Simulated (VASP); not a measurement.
# Lu (Fd-3m) in VASP: a series of runs

Runs on Lu. Level: PBEsol+D3(BJ). Tasks: single point.

Everything below comes from runs of VASP 6.6.1. Logs are shortened: lines on timing, memory, paths and dates and some standing lists are left out, and cuts for length are marked.

### 1 The cell of the first run

It takes space group Fd-3m (No. 227, cubic). Conventional cell: a = 5.137 Å, b = 5.137 Å, c = 5.137 Å, α = 90.00°, β = 90.00°, γ = 90.00°. Within 2.9 Å of Lu (site symmetry -43m) lie 4 Lu at 2.22 Å.

This isn't the form of Lu at room conditions, which is hcp.

### 2 Single point, PBEsol+D3(BJ)

INCAR

```
SYSTEM = Lu
  PREC = Accurate
  ENCUT = 520
  EDIFF = 1E-6
  ISMEAR = -1
  SIGMA = 0.05
  LREAL = .FALSE.
  LASPH = .TRUE.
  NELM = 60
  ALGO = Normal
  ISIF = 2
  LWAVE = .FALSE.
  LCHARG = .FALSE.
  GGA = PS
  IVDW = 12
  NBANDS = 32
```

KPOINTS

```
regular mesh
0
G
  5 5 5
  0 0 0
```

POSCAR

```
Lu
1.0
    0.0000000000      2.5687400052      2.5687400052
    2.5687400052      0.0000000000      2.5687400052
    2.5687400052      2.5687400052      0.0000000000
Lu
2
Direct
    0.0000000000      0.0000000000      0.0000000000
    0.2500000000      0.2500000000      0.2500000000
```

Potentials or basis: VASP PAW PBE potentials, release 64 (Lu).

Launch:

```console
> cat potpaw_PBE.64/Lu/POTCAR > POTCAR
> mpirun -np 1 vasp_std > vasp.out
```

OUTCAR:

```text
SYSTEM = Lu
   PREC = Accurate
   ENCUT = 520
   EDIFF = 1E-6
   ISMEAR = -1
   LREAL = .FALSE.
   LASPH = .TRUE.
   NELM = 60
   ISIF = 2
   GGA = PS
   IVDW = 12
 IVDW          = 12

 ion  position               nearest neighbor table
   1  0.000  0.000  0.000-   2 2.22   2 2.22   2 2.22   2 2.22
   2  0.250  0.250  0.250-   1 2.22   1 2.22   1 2.22   1 2.22

  LATTYP: Found a face centered cubic cell.
 ALAT       =     5.1374800104

  Lattice vectors:

 A1 = (   0.0000000000,   2.5687400052,   2.5687400052)
 A2 = (   2.5687400052,   0.0000000000,   2.5687400052)
 A3 = (   2.5687400052,   2.5687400052,   0.0000000000)

Analysis of symmetry for initial positions (statically):
=====================================================================
 Subroutine PRICEL returns:
 Original cell was already a primitive cell.

 Routine SETGRP: Setting up the symmetry group for a
 face centered cubic supercell.

 Subroutine GETGRP returns: Found 48 space group operations
 (whereof 24 operations were pure point group operations)
 out of a pool of 48 trial point group operations.

The static configuration has the point symmetry T_d .
 The point group associated with its full space group is O_h .

Analysis of symmetry for dynamics (positions and initial velocities):
=====================================================================
 Subroutine PRICEL returns:
 Original cell was already a primitive cell.

 Routine SETGRP: Setting up the symmetry group for a
 face centered cubic supercell.

 Subroutine GETGRP returns: Found 48 space group operations
 (whereof 24 operations were pure point group operations)
 out of a pool of 48 trial point group operations.

The dynamic configuration has the point symmetry T_d .
 The point group associated with its full space group is O_h .

 Subroutine INISYM returns: Found 48 space group operations
 (whereof 24 operations are pure point group operations),
 and found     1 'primitive' translations

----------------------------------------------------------------------------------------

                                     Primitive cell

  volume of cell :      33.8993

  direct lattice vectors                    reciprocal lattice vectors
     0.000000000  2.568740005  2.568740005    -0.194647959  0.194647959  0.194647959
     2.568740005  0.000000000  2.568740005     0.194647959 -0.194647959  0.194647959
     2.568740005  2.568740005  0.000000000     0.194647959  0.194647959 -0.194647959

  length of vectors
     3.632746954  3.632746954  3.632746954     0.337140155  0.337140155  0.337140155
[... 63 lines left out ...]
   LASPH  =      T    aspherical Exc in radial PAW
   ENCUT  =  520.0 eV  38.22 Ry    6.18 a.u.   6.75  6.75  6.75*2*pi/ulx,y,z
   NELM   =     60;   NELMIN=  2; NELMDL= -5     # of ELM steps
   EDIFF  = 0.1E-05   stopping-criterion for ELM
   LREAL  =      F    real-space projection
   EDIFFG = 0.1E-04   stopping-criterion for IOM
   NSW    =      0    number of steps for IOM
   IBRION =     -1    ionic relax: 0-MD 1-quasi-New 2-CG
   NFREE  =      0    steps in history (QN), initial steepest desc. (CG)
   ISIF   =      2    stress and relaxation
   ISYM   =      2    0-nonsym 1-usesym 2-fastsym
   POTIM  = 0.5000    time-step for ionic-motion
   TEBEG  =    0.0;   TEEND  =   0.0 temperature during run
   PSTRESS=    0.0 pullay stress
   NELECT =      50.0000    total number of electrons
   NUPDOWN=      -1.0000    fix difference up-down
   EMIN   =  10.00;   EMAX   =-10.00  energy-range for DOS
   EFERMI =   0.00;   METHOD = LEGACY
   ISMEAR =    -1;   SIGMA  =   0.05  broadening in eV -4-tet -1-fermi 0-gaus
   EFERMI_NEDOS =   21; number of points for ismear=-14 and -15
   IALGO  =     38    algorithm
   IMIX   =      4    mixing-type and parameters
     AMIX     =   0.40;   BMIX     =  1.00
     AMIX_MAG =   1.60;   BMIX_MAG =  1.00
  volume/ion in A,a.u.               =      16.95       114.38
  Fermi-wavevector in a.u.,A,eV,Ry     =   1.863523  3.521547 47.249181  3.472717
  Thomas-Fermi vector in A             =   2.910859
   LORBIT       =      0    0 simple, 1 ext, 2 COOP (PROOUT), +10 PAW based schemes
   GGA     = PS    functional components
   LHFCALC =     F    Hartree Fock is set to
   AEXX    =    0.0000 exact exchange contribution
   IVDW    =    12    specifies the selected vdW correction
   LEPSILON=     F    determine dielectric tensor
   LRPA    =     F    only Hartree local field effects (RPA)
 non-spin polarized calculation
  energy-cutoff  :      520.00
  volume of cell :       33.90
 maximum number of plane-waves:       941
   NGX = 13   NGY = 13   NGZ = 13

 number of electron      50.0000001 magnetization

 Free energy of the ion-electron system (eV)
  ---------------------------------------------------
  ext. energy  EPLUGINS =         0.00000000
  ---------------------------------------------------
  free energy    TOTEN  =        -0.83601368 eV

  energy without entropy =       -0.80043636  energy(sigma->0) =       -0.81822502

 E-fermi :   4.3920     XC(G=0): -13.5630

 val. band max:        4.0951914911   @ k =   0.4000   0.2000   0.0000
 cond. band min:       4.4115990435   @ k =  -0.4000   0.2000   0.0000
 fundamental gap:      0.3164075524
 Fermi energy:         4.3920095865

 k-point     1 :       0.0000    0.0000    0.0000
  band No.  band energies     occupation
      1     -53.6408      2.00000
      2     -51.1291      2.00000
      3     -25.1514      2.00000
      4     -25.1514      2.00000
      5     -25.1514      2.00000
      6     -21.7028      2.00000
[... 339 lines left out ...]
     31      11.4145      0.00000
     32      11.7445      0.00000

------------------------ aborting loop because EDIFF is reached ----------------------------------------

 Edisp (eV)   -1.36993

 E8    (eV) :    -1.0222

  FORCE on cell =-STRESS in cart. coord.  units (eV):
  Direction    XX          YY          ZZ          XY          YZ          ZX
  --------------------------------------------------------------------------------------
  -------------------------------------------------------------------------------------
  Total      14.14399    14.14399    14.14399    -0.00000    -0.00000    -0.00000
  in kB     668.48585   668.48585   668.48585    -0.00000    -0.00000    -0.00000
  external pressure =      668.49 kB  Pullay stress =        0.00 kB

 VOLUME and BASIS-vectors are now :
 -----------------------------------------------------------------------------
  energy-cutoff  :      520.00
  volume of cell :       33.90
      direct lattice vectors                 reciprocal lattice vectors
     0.000000000  2.568740005  2.568740005    -0.194647959  0.194647959  0.194647959
     2.568740005  0.000000000  2.568740005     0.194647959 -0.194647959  0.194647959
     2.568740005  2.568740005  0.000000000     0.194647959  0.194647959 -0.194647959

 POSITION                                       TOTAL-FORCE (eV/Angst)
 -----------------------------------------------------------------------------------
      0.00000      0.00000      0.00000         0.000000      0.000000      0.000000
      1.28437      1.28437      1.28437        -0.000000     -0.000000     -0.000000
 -----------------------------------------------------------------------------------
    total drift:                                0.000000      0.000000      0.000000

  FREE ENERGIE OF THE ION-ELECTRON SYSTEM (eV)
  ---------------------------------------------------
  free  energy   TOTEN  =        -2.2059469226 eV

  energy  without entropy=       -2.1703696043  energy(sigma->0) =       -2.18815826
```

It took 14 s on 1 thread of Intel Xeon Platinum 8375C at 2.90GHz (Ice Lake), shared host; peak memory 0.18 GiB.

What came out:

| Property | Result |
| --- | --- |
| Free energy | -2.2059 eV |
| Pressure | 66.8 GPa |
| Band gap on the k mesh | zero (bands 25 and 26 overlap by 1.65 eV) |
| Dispersion energy per atom | -0.685 eV |

Caveat: the k points lie up to 0.42 Å⁻¹ apart, too coarse for converged energies and pressures of a metal; three body term missing; the PAW data sets were made with another functional, which shifts forces and pressure a little; spin-orbit coupling is left out, which moves the levels of the heavy elements.

### 3 Single point, PBEsol+D3(BJ)

This run uses another cell than the first one, of 18.96 Å³/atom.

INCAR

```
SYSTEM = Lu
PREC = Accurate
ENCUT = 520
EDIFF = 1E-6
ISMEAR = -1
SIGMA = 0.05
LREAL = .FALSE.
LASPH = .TRUE.
NELM = 100
ALGO = Normal
ISIF = 2
LWAVE = .FALSE.
LCHARG = .FALSE.
GGA = PS
IVDW = 12
NBANDS = 32
```

KPOINTS

```
Automatic mesh
0
G
  5 5 5
  0 0 0
```

POSCAR

```
Lu
1.0
    0.0000000000      2.6664692838      2.6664692838
    2.6664692838      0.0000000000      2.6664692838
    2.6664692838      2.6664692838      0.0000000000
Lu
2
Direct
    0.0000000000      0.0000000000      0.0000000000
    0.2500000000      0.2500000000      0.2500000000
```

Potentials or basis: VASP PAW PBE potentials, release 64 (Lu).

Launch:

```console
> cat potpaw_PBE.64/Lu/POTCAR > POTCAR
> mpirun -np 1 vasp_std > vasp.out
```

Wall time 14 s (1 thread of Intel Xeon Platinum 8375C at 2.90GHz (Ice Lake), shared host); peak memory 0.18 GiB.

The run converged. Its results:

```yaml
Free_energy: -3.5733 eV
Pressure: 43.8 GPa
Band_gap_on_the_k_mesh: zero (bands 25 and 26 overlap by 1.25 eV)
Dispersion_energy_per_atom: -0.611 eV
```

Levels at points of the mesh, in eV from the Fermi level:
| k point | band 22 | band 23 | band 24 | band 25 | band 26 | band 27 | band 28 | band 29 |
| --- | --- | --- | --- | --- | --- | --- | --- | --- |
| (0.00, 0.00, 0.00) | -5.41 | -5.41 | -1.31 | -1.31 | 1.37 | 1.37 | 1.37 | 4.87 |

Caveat: the k points lie up to 0.41 Å⁻¹ apart, too coarse for converged energies and pressures of a metal; three body term missing; the PAW data sets were made with another functional, which shifts forces and pressure a little; spin-orbit coupling is left out, which moves the levels of the heavy elements.

### 4 Single point, PBEsol+D3(BJ)

This run uses another cell than the first one, of 22.29 Å³/atom.

INCAR

```
ALGO = Normal
EDIFF = 1E-6
ENCUT = 520
GGA = PS
ISIF = 2
ISMEAR = -1
IVDW = 12
LASPH = T
LCHARG = F
LREAL = F
LWAVE = F
NBANDS = 32
NELM = 80
PREC = Accurate
SIGMA = 0.05
```

KPOINTS

```
k-points
0
Gamma
  5 5 5
```

POSCAR

```
Lu
1.0
    0.0000000000      2.8142855505      2.8142855505
    2.8142855505      0.0000000000      2.8142855505
    2.8142855505      2.8142855505      0.0000000000
Lu
2
Direct
    0.0000000000      0.0000000000      0.0000000000
    0.2500000000      0.2500000000      0.2500000000
```

Launch:

```console
> cat potpaw_PBE.64/Lu/POTCAR > POTCAR
> mpirun -np 1 vasp_std > vasp.out
```

It took 16 s on 1 thread of Intel Xeon Platinum 8375C at 2.90GHz (Ice Lake), shared host; peak memory 0.19 GiB.

The run converged. Its results:

- Free energy: -4.8658 eV
- Pressure: 21.1 GPa
- Band gap on the k mesh: zero (bands 25 and 26 overlap by 0.88 eV)
- Dispersion energy per atom: -0.518 eV

Levels at points of the mesh, in eV from the Fermi level:
```
           k point  band 23  band 24  band 25  band 26  band 27  band 28
(0.00, 0.00, 0.00)    -5.27    -0.75    -0.75     1.24     1.24     1.24
```

Caveat: the k points lie up to 0.39 Å⁻¹ apart, too coarse for converged energies and pressures of a metal; three body term missing; the PAW data sets were made with another functional, which shifts forces and pressure a little; spin-orbit coupling is left out, which moves the levels of the heavy elements.

### 5 Single point, PBEsol+D3(BJ)

This run uses another cell than the first one, of 38.27 Å³/atom.

INCAR

```
ALGO = Normal
EDIFF = 1E-6
ENCUT = 520
GGA = PS
ISIF = 2
ISMEAR = -1
IVDW = 12
LASPH = True
LCHARG = True
LELF = True
LREAL = False
LVHAR = True
LWAVE = False
NBANDS = 32
NELM = 60
PREC = Accurate
SIGMA = 0.05
```

KPOINTS is that of step 4.

POSCAR

```
Lu
1.0
    0.0000000000      3.3700000000      3.3700000000
    3.3700000000      0.0000000000      3.3700000000
    3.3700000000      3.3700000000      0.0000000000
Lu
2
Direct
    0.0000000000      0.0000000000      0.0000000000
    0.2500000000      0.2500000000      0.2500000000
```

Launch:

```console
> cat potpaw_PBE.64/Lu/POTCAR > POTCAR
> mpirun -np 1 vasp_std > vasp.out
```

Run time: 24 s. Hardware: 1 thread of Intel Xeon Platinum 8375C at 2.90GHz (Ice Lake), shared host; peak memory 0.22 GiB.

It converged, with:

```yaml
Free_energy: -6.1549 eV
Pressure: 1.1 GPa
Band_gap_on_the_k_mesh: zero (bands 25 and 26 overlap by 1.16 eV)
Dispersion_energy_per_atom: -0.301 eV
```

Levels at points of the mesh, in eV from the Fermi level:
```csv
k point,band 21,band 22,band 23,band 24,band 25,band 26,band 27,band 28,band 29,band 30
"(0.00, 0.00, 0.00)",-5.44,-5.44,-4.79,0.22,0.22,0.70,0.70,0.70,2.38,2.38
```

Caveat: three body term missing; the PAW data sets were made with another functional, which shifts forces and pressure a little; spin-orbit coupling is left out, which moves the levels of the heavy elements.

### 6 Single point, PBEsol+D3(BJ)

This run uses another cell than the first one, of 43.43 Å³/atom.

INCAR

```
  ALGO = Normal
  EDIFF = 1E-6
  ENCUT = 520
  GGA = PS
  ISIF = 2
  ISMEAR = -1
  IVDW = 12
  LASPH = True
  LCHARG = False
  LREAL = False
  LWAVE = False
  NBANDS = 32
  NELM = 100
  PREC = Accurate
  SIGMA = 0.05
```

KPOINTS is that of step 5.

POSCAR

```
Lu
1.0
    0.0000000000      3.5149460782      3.5149460782
    3.5149460782      0.0000000000      3.5149460782
    3.5149460782      3.5149460782      0.0000000000
Lu
2
Direct
    0.0000000000      0.0000000000      0.0000000000
    0.2500000000      0.2500000000      0.2500000000
```

Potentials or basis: VASP PAW PBE potentials, release 64 (Lu).

Launch:

```console
> cat potpaw_PBE.64/Lu/POTCAR > POTCAR
> mpirun -np 1 vasp_std > vasp.out
```

It took 28 s on 1 thread of Intel Xeon Platinum 8375C at 2.90GHz (Ice Lake), shared host; peak memory 0.25 GiB.

Results (log left out):

```yaml
Free_energy: -6.1948 eV
Pressure: 0.0 GPa
Band_gap_on_the_k_mesh: zero (bands 25 and 26 overlap by 1.19 eV)
Dispersion_energy_per_atom: -0.266 eV
```

Levels at points of the mesh, in eV from the Fermi level:
| k point | band 22 | band 23 | band 24 | band 25 | band 26 | band 27 |
| --- | --- | --- | --- | --- | --- | --- |
| (0.00, 0.00, 0.00) | -5.61 | -4.65 | 0.29 | 0.29 | 0.56 | 0.56 |

Caveat: three body term missing; the PAW data sets were made with another functional, which shifts forces and pressure a little; spin-orbit coupling is left out, which moves the levels of the heavy elements.

### 7 Overview

```csv
cell,gap on the mesh (eV),pressure (GPa)
"a = 3.633 Å, angles 60.0°, 2 atoms",none,66.8
"a = 3.771 Å, angles 60.0°, 2 atoms",none,43.8
"a = 3.980 Å, angles 60.0°, 2 atoms",none,21.1
"a = 4.766 Å, angles 60.0°, 2 atoms",none,1.1
"a = 4.971 Å, angles 60.0°, 2 atoms",none,0.0
```

Alike in all rows: task single point; level PBEsol+D3(BJ); potentials or basis VASP PAW PBE potentials, release 64 (Lu); no spin polarisation; k mesh 5 × 5 × 5; cutoff (eV) 520; smearing fermi-dirac 0.05 eV.

Caveats: some runs use coarse meshes; three body term missing; the PAW data sets were made with another functional, which shifts forces and pressure a little; spin-orbit coupling is left out, which moves the levels of the heavy elements.

Total energies depend on the potentials used, so only differences within one code and one set of settings carry meaning.
